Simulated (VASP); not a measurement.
# BaNiBi2C5 (Immm) in VASP: single point with PBE

Aim: the single point of BaNiBi2C5 with PBE.

All numbers are computed with VASP 6.6.1; they aren't measurements. Logs are shortened: lines on timing, memory, paths and dates and some standing lists are left out, and cuts for length are marked.

### 1 The cell of the first run

It takes space group Immm (No. 71, orthorhombic). Conventional cell: a = 3.897 Å, b = 6.016 Å, c = 11.837 Å, α = 90.00°, β = 90.00°, γ = 90.00°. Within 4.1 Å of Ba (site symmetry mmm) lie 10 C at 3.01 to 3.04 Å and 4 Ni at 3.58 Å and 8 Bi at 3.85 to 4.02 Å and 2 Ba at 3.90 Å. Within 3.1 Å of Bi (site symmetry mm2) lie 7 C at 2.38 to 2.51 Å and 2 Ni at 3.09 Å. Within 2.6 Å of Ni (site symmetry mmm) lie 6 C at 1.95 to 2.25 Å. Within 3.2 Å of C (site symmetry m) lie 1 Ni at 2.25 Å and 3 Bi at 2.38 to 2.51 Å and 6 C at 2.88 to 3.14 Å and 2 Ba at 3.04 Å. Within 2.6 Å of C (site symmetry mmm) lie 2 Ni at 1.95 Å and 2 Bi at 2.40 Å.

### 2 Single point, PBE

The input, INCAR:

```
PREC = Accurate ; ENCUT = 520
EDIFF = 1E-7 ; ISMEAR = -1
SIGMA = 0.1 ; LREAL = False
LASPH = True ; NELM = 60
ALGO = Normal ; ISIF = 2
LWAVE = False ; LCHARG = True
GGA = PE ; LELF = True
LVHAR = True ; NBANDS = 45
```

The input, KPOINTS:

```
Automatic mesh
0
Gamma
  7 7 7
```

The input, POSCAR:

```
BaNiBi2C5
1.0
    0.0000000000      6.0157010000      0.0000000000
    3.8973550000      0.0000000000      0.0000000000
    1.9486780000      3.0078510000     -5.9184260000
Ba Bi Ni C
1 2 1 5
Direct
    0.0000000000      0.0000000000      0.0000000000
    0.7025000000      0.2025000000      0.5950000000
    0.2975000000      0.7975000000      0.4050000000
    0.5000000000      0.5000000000      0.0000000000
    0.1150000000      0.3540000000      0.2920000000
    0.5930000000      0.3540000000      0.2920000000
    0.8850000000      0.6460000000      0.7080000000
    0.4070000000      0.6460000000      0.7080000000
    0.5000000000      0.0000000000      0.0000000000
```

Potentials or basis: VASP PAW PBE potentials, release 64 (Ba_sv, Bi_d, Ni, C).

Started as:

```sh
> cat potpaw_PBE.64/Ba_sv/POTCAR potpaw_PBE.64/Bi_d/POTCAR potpaw_PBE.64/Ni/POTCAR potpaw_PBE.64/C/POTCAR > POTCAR
> mpirun -np 1 vasp_std > vasp.out
```

OUTCAR:

```text
PREC = Accurate
   ENCUT = 520
   EDIFF = 1E-7
   ISMEAR = -1
   LREAL = False
   LASPH = True
   NELM = 60
   ISIF = 2
   GGA = PE

 ion  position               nearest neighbor table
   1  0.000  0.000  0.000-   9 3.01   9 3.01   6 3.04   8 3.04   7 3.04   5 3.04   6 3.04   8 3.04
                             7 3.04   5 3.04   4 3.58   4 3.58   4 3.58   4 3.58   3 3.85   2 3.85
   2  0.703  0.203  0.595-   5 2.38   6 2.38   9 2.40   8 2.51   7 2.51   8 2.51   7 2.51   4 3.09
                             4 3.09   3 3.76   3 3.76   3 3.76   3 3.76   1 3.85   1 3.85   1 4.02
   3  0.297  0.797  0.405-   7 2.38   8 2.38   9 2.40   6 2.51   5 2.51   6 2.51   5 2.51   4 3.09
                             4 3.09   2 3.76   2 3.76   2 3.76   2 3.76   1 3.85   1 3.85   1 4.02
   4  0.500  0.500  0.000-   9 1.95   9 1.95   5 2.25   7 2.25   6 2.25   8 2.25   3 3.09   2 3.09
                             3 3.09   2 3.09   1 3.58   1 3.58   1 3.58   1 3.58
   5  0.115  0.354  0.292-   4 2.25   2 2.38   3 2.51   3 2.51   1 3.04   1 3.04
   6  0.593  0.354  0.292-   4 2.25   2 2.38   3 2.51   3 2.51   1 3.04   1 3.04
   7  0.885  0.646  0.708-   4 2.25   3 2.38   2 2.51   2 2.51   1 3.04   1 3.04
   8  0.407  0.646  0.708-   4 2.25   3 2.38   2 2.51   2 2.51   1 3.04   1 3.04
   9  0.500  0.000  0.000-   4 1.95   4 1.95   2 2.40   3 2.40   1 3.01   1 3.01

  LATTYP: Found a body centered orthorhombic cell.
 ALAT       =     3.8973550000
 B/A-ratio  =     1.5435342688
 C/A-ratio  =     3.0371500672

  Lattice vectors:

 A1 = (  -1.9486780000,   3.0078500000,   5.9184260000)
 A2 = (   1.9486770000,  -3.0078510000,   5.9184260000)
 A3 = (   1.9486780000,   3.0078510000,  -5.9184260000)

Analysis of symmetry for initial positions (statically):
=====================================================================
 Subroutine PRICEL returns:
 Original cell was already a primitive cell.

 Routine SETGRP: Setting up the symmetry group for a
 body centered orthorhombic supercell.

 Subroutine GETGRP returns: Found  8 space group operations
 (whereof  8 operations were pure point group operations)
 out of a pool of  8 trial point group operations.

The static configuration has the point symmetry D_2h.

Analysis of symmetry for dynamics (positions and initial velocities):
=====================================================================
 Subroutine PRICEL returns:
 Original cell was already a primitive cell.

 Routine SETGRP: Setting up the symmetry group for a
 body centered orthorhombic supercell.

 Subroutine GETGRP returns: Found  8 space group operations
 (whereof  8 operations were pure point group operations)
 out of a pool of  8 trial point group operations.

The dynamic configuration has the point symmetry D_2h.

 Subroutine INISYM returns: Found  8 space group operations
 (whereof  8 operations are pure point group operations),
 and found     1 'primitive' translations

----------------------------------------------------------------------------------------

                                     Primitive cell

  volume of cell :     138.7594

  direct lattice vectors                    reciprocal lattice vectors
     0.000000000  6.015701000  0.000000000     0.000000000  0.166231666  0.084481935
     3.897355000  0.000000000  0.000000000     0.256584273  0.000000000  0.084481943
     1.948678000  3.007851000 -5.918426000     0.000000000  0.000000000 -0.168963843

  length of vectors
     6.015701000  3.897355000  6.918979687     0.186467596  0.270134574  0.168963843

  position of ions in fractional coordinates (direct lattice)
     0.000000000  0.000000000  0.000000000
     0.702500000  0.202500000  0.595000000
     0.297500000  0.797500000  0.405000000
     0.500000000  0.500000000  0.000000000
     0.115000000  0.354000000  0.292000000
     0.593000000  0.354000000  0.292000000
     0.885000000  0.646000000  0.708000000
     0.407000000  0.646000000  0.708000000
     0.500000000  0.000000000  0.000000000

  ion indices of the primitive-cell ions
   primitive index   ion index
                 1           1
                 2           2
                 3           3
                 4           4
                 5           5
                 6           6
                 7           7
                 8           8
                 9           9

----------------------------------------------------------------------------------------

 KPOINTS: Automatic mesh

Automatic generation of k-mesh.
 Grid dimensions read from file:
 generate k-points for:    7    7    7

 Generating k-lattice:

  Cartesian coordinates                     Fractional coordinates (reciprocal lattice)
     0.000000000  0.023747381  0.012068848     0.142857143  0.000000000  0.000000000
     0.036654896  0.000000000  0.012068849     0.000000000  0.142857143  0.000000000
     0.000000000  0.000000000 -0.024137692     0.000000000  0.000000000  0.142857143

  Length of vectors
     0.026638228  0.038590653  0.024137692

  Shift w.r.t. Gamma in fractional coordinates (k-lattice)
     0.000000000  0.000000000  0.000000000

 Subroutine IBZKPT returns following result:
 ===========================================

 Found     64 irreducible k-points:

 Following reciprocal coordinates:
            Coordinates               Weight
  0.000000  0.000000  0.000000      1.000000
  0.142857  0.000000  0.000000      4.000000
  0.285714  0.000000  0.000000      4.000000
  0.428571  0.000000  0.000000      4.000000
  0.000000  0.142857  0.000000      4.000000
  0.142857  0.142857  0.000000      8.000000
[... 16 lines left out ...]
 -0.428571  0.428571 -0.000000      4.000000
 -0.285714  0.428571 -0.000000      8.000000
 [... further k-points ...]
   k-points           NKPTS =     64   k-points in BZ     NKDIM =     64   number of bands    NBANDS=     45
   number of dos      NEDOS =    301   number of ions     NIONS =      9
   total plane-waves  NPLWV =  77760
   dimension x,y,z NGX =    48 NGY =   30 NGZ =   54
   dimension x,y,z NGXF=    96 NGYF=   60 NGZF=  108
   ions per type =               1   2   1   5
   NGX,Y,Z   is equivalent  to a cutoff of  13.26, 12.80, 12.97 a.u.
   NGXF,Y,Z  is equivalent  to a cutoff of  26.53, 25.59, 25.95 a.u.
 SYSTEM =  unknown system
   PREC   = accura    normal or accurate (medium, high low for compatibility)
   ISTART =      0    job   : 0-new  1-cont  2-samecut
   ICHARG =      2    charge: 1-file 2-atom 10-const
   ISPIN  =      1    spin polarized calculation?
   LNONCOLLINEAR =      F non collinear calculations
   LSORBIT =      F    spin-orbit coupling
   LASPH  =      T    aspherical Exc in radial PAW
   ENCUT  =  520.0 eV  38.22 Ry    6.18 a.u.  11.19  7.25 12.86*2*pi/ulx,y,z
   NELM   =     60;   NELMIN=  2; NELMDL= -5     # of ELM steps
   EDIFF  = 0.1E-06   stopping-criterion for ELM
   LREAL  =      F    real-space projection
   EDIFFG = 0.1E-05   stopping-criterion for IOM
   NSW    =      0    number of steps for IOM
   IBRION =     -1    ionic relax: 0-MD 1-quasi-New 2-CG
   NFREE  =      0    steps in history (QN), initial steepest desc. (CG)
   ISIF   =      2    stress and relaxation
   ISYM   =      2    0-nonsym 1-usesym 2-fastsym
   POTIM  = 0.5000    time-step for ionic-motion
   TEBEG  =    0.0;   TEEND  =   0.0 temperature during run
   PSTRESS=    0.0 pullay stress
   NELECT =      70.0000    total number of electrons
   NUPDOWN=      -1.0000    fix difference up-down
   EMIN   =  10.00;   EMAX   =-10.00  energy-range for DOS
   EFERMI =   0.00;   METHOD = LEGACY
   ISMEAR =    -1;   SIGMA  =   0.10  broadening in eV -4-tet -1-fermi 0-gaus
   EFERMI_NEDOS =   21; number of points for ismear=-14 and -15
   IALGO  =     38    algorithm
   IMIX   =      4    mixing-type and parameters
     AMIX     =   0.40;   BMIX     =  1.00
     AMIX_MAG =   1.60;   BMIX_MAG =  1.00
  volume/ion in A,a.u.               =      15.42       104.04
  Fermi-wavevector in a.u.,A,eV,Ry     =   1.303227  2.462742 23.108140  1.698400
  Thomas-Fermi vector in A             =   2.434243
   LORBIT       =      0    0 simple, 1 ext, 2 COOP (PROOUT), +10 PAW based schemes
   GGA     = PE    functional components
   LHFCALC =     F    Hartree Fock is set to
   AEXX    =    0.0000 exact exchange contribution
   IVDW    =     0    specifies the selected vdW correction
   LEPSILON=     F    determine dielectric tensor
   LRPA    =     F    only Hartree local field effects (RPA)
 non-spin polarized calculation
  energy-cutoff  :      520.00
  volume of cell :      138.76
 maximum number of plane-waves:      3754
 NGX is ok and might be reduce to    48
   NGX = 23   NGY = 15   NGZ = 25

 number of electron      69.9999993 magnetization

 Free energy of the ion-electron system (eV)
  ---------------------------------------------------
  ext. energy  EPLUGINS =         0.00000000
  ---------------------------------------------------
  free energy    TOTEN  =       -44.43534376 eV

  energy without entropy =      -44.18229247  energy(sigma->0) =      -44.30881811

 E-fermi :   6.7584     XC(G=0): -11.0301

 val. band max:        6.7545682754   @ k =  -0.2857   0.4286  -0.0000
 cond. band min:       6.7670929827   @ k =   0.2857   0.2857   0.1429
 fundamental gap:      0.0125247073
 Fermi energy:         6.7584210301

 k-point     1 :       0.0000    0.0000    0.0000
  band No.  band energies     occupation
      1     -20.2272      2.00000
      2     -16.1397      2.00000
      3     -16.1233      2.00000
      4     -16.1160      2.00000
      5     -16.1038      2.00000
      6     -16.0853      2.00000
[... 37 lines left out ...]
     44      10.5647      0.00000
     45      10.5741      0.00000

 k-point     2 :       0.1429    0.0000    0.0000
  band No.  band energies     occupation
      1     -20.2269      2.00000
      2     -16.1413      2.00000
      3     -16.1326      2.00000
      4     -16.1062      2.00000
      5     -16.1039      2.00000
      6     -16.0841      2.00000
[... 1048 lines left out ...]
 k-point    24 :      -0.2857    0.4286   -0.0000
  band No.  band energies     occupation
      1     -20.1516      2.00000
      2     -16.1297      2.00000
      3     -16.1275      2.00000
      4     -16.1072      2.00000
      5     -16.0953      2.00000
      6     -16.0849      2.00000
[... 37 lines left out ...]
     44      12.8302      0.00000
     45      13.0406      0.00000

 [... further k-points ...]

------------------------ aborting loop because EDIFF is reached ----------------------------------------

  FORCE on cell =-STRESS in cart. coord.  units (eV):
  Direction    XX          YY          ZZ          XY          YZ          ZX
  --------------------------------------------------------------------------------------
  -------------------------------------------------------------------------------------
  Total       -2.0938076      0.3421850      8.9954825      0.0000000     -0.0000008     -0.0000008
  in kB      -24.1760260      3.9510186    103.8658111      0.0000000     -0.0000088     -0.0000088
  external PRESSURE =      27.8802679 kB  Pullay stress =       0.0000000 kB

 VOLUME and BASIS-vectors are now :
 -----------------------------------------------------------------------------
  energy-cutoff  :      520.00
  volume of cell :      138.76
      direct lattice vectors                 reciprocal lattice vectors
     0.000000000  6.015701000  0.000000000     0.000000000  0.166231666  0.084481935
     3.897355000  0.000000000  0.000000000     0.256584273  0.000000000  0.084481943
     1.948678000  3.007851000 -5.918426000     0.000000000  0.000000000 -0.168963843

 POSITION                                       TOTAL-FORCE (eV/Angst)
 -----------------------------------------------------------------------------------
      0.00000      0.00000      0.00000        -0.000000     -0.000000      0.000000
      1.94868      6.01570     -3.52146        -0.000000     -0.000000      0.132868
      3.89736      3.00785     -2.39696         0.000000      0.000000     -0.132868
      1.94868      3.00785      0.00000        -0.000000     -0.000000      0.000000
      1.94868      1.57010     -1.72818        -0.000000      1.177669      0.890826
      1.94868      4.44560     -1.72818        -0.000000     -1.177669      0.890826
      3.89736      7.45345     -4.19025         0.000000     -1.177669     -0.890826
      3.89736      4.57795     -4.19025         0.000000      1.177669     -0.890826
      0.00000      3.00785      0.00000         0.000000     -0.000000      0.000000
 -----------------------------------------------------------------------------------
    total drift:                                0.000000      0.000000     -0.000000

  FREE ENERGIE OF THE ION-ELECTRON SYSTEM (eV)
  ---------------------------------------------------
  free  energy   TOTEN  =       -44.4353437598 eV

  energy  without entropy=      -44.1822924669  energy(sigma->0) =      -44.30881811
```

Run time: 19 min. Hardware: 1 thread of Intel Xeon 8259CL, shared host; peak memory 0.54 GiB.

What came out:

```yaml
Free_energy: -44.4353 eV
Pressure: 2.8 GPa
Largest_force: 1.477 eV/Å
Band_gap_on_the_k_mesh: zero (bands 35 and 36 overlap by 1.02 eV)
```

Forces on the atoms (eV/Å):
```
Ba   0.000  0.000  0.000
Bi   0.000  0.000  0.133
Bi   0.000  0.000 -0.133
Ni   0.000  0.000  0.000
C    0.000  1.178  0.891
C    0.000 -1.178  0.891
C    0.000 -1.178 -0.891
C    0.000  1.178 -0.891
C    0.000  0.000  0.000
```

Stress tensor (GPa, compression positive):
```
-2.42  0.00  0.00
 0.00  0.40  0.00
 0.00  0.00 10.39
```

Levels at points of the mesh, in eV from the Fermi level:
```tsv
k point	band 33	band 34	band 35	band 36	band 37	band 38
(0.00, 0.00, 0.00)	-0.43	0.11	0.12	0.13	0.17	0.25
```

Caveat: the stress differs along the axes, from -2 to 10 GPa; spin-orbit coupling is left out, which moves the levels of the heavy elements; forces of over 1 eV/Å act on the atoms, so gaps and moduli don't describe the material at rest. Spin polarisation is off, so any magnetic state and its effect on volume and gap are missing.
